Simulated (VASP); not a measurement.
Write the native input for VASP 6.6.1 that does the following.

```
Task                   : single point
Functional             : PBEsol
Potentials or basis    : VASP PAW PBE potentials, release 64 (Bi_d)
Cutoff                 : 520 eV
k mesh                 : 9 × 9 × 3
Occupations            : fermi-dirac, width 0.03 eV
Spin                   : no spin polarisation
Dipole correction      : no
Further INCAR settings : ALGO = Normal; EDIFF = 1e-07; NBANDS = 22
```

The structure of Bi lies in POSCAR:

```
Bi
1.0
    4.5390002997      0.0000000000      0.0000000000
   -2.2695001499      3.9308895674      0.0000000000
    0.0000000000      0.0000000000     11.8290000000
Bi
2
Direct
    0.3333333333      0.6666666667      0.2500000000
    0.6666666667      0.3333333333      0.7500000000
```

This isn't the form of Bi at room conditions, which is rhombohedral.

One way to write it, as run:

INCAR

```
PREC = Accurate ; ENCUT = 520
EDIFF = 1E-7 ; ISMEAR = -1
SIGMA = 0.03 ; LREAL = False
LASPH = True ; NELM = 80
ALGO = Normal ; ISIF = 2
LWAVE = False ; LCHARG = True
GGA = PS ; LELF = True
LVHAR = True ; NBANDS = 22
```

KPOINTS

```
Automatic mesh
0
Gamma
  9 9 3
```

Potentials or basis: VASP PAW PBE potentials, release 64 (Bi_d).

Run with:

```sh
$ cat potpaw_PBE.64/Bi_d/POTCAR > POTCAR
$ mpirun -np 1 vasp_std > vasp.out
```

It gave:

```yaml
Pressure: -3.6 GPa
Band_gap_on_the_k_mesh: zero (bands 15 and 16 overlap by 2.14 eV)
```

Caveat: the cell stands under tension; the PAW data sets were made with another functional, which shifts forces and pressure a little; spin-orbit coupling is left out, which moves the levels of the heavy elements.

It took 2.7 min on 1 thread of Intel Xeon 8259CL, with other jobs on the host, peak memory 0.37 GiB.
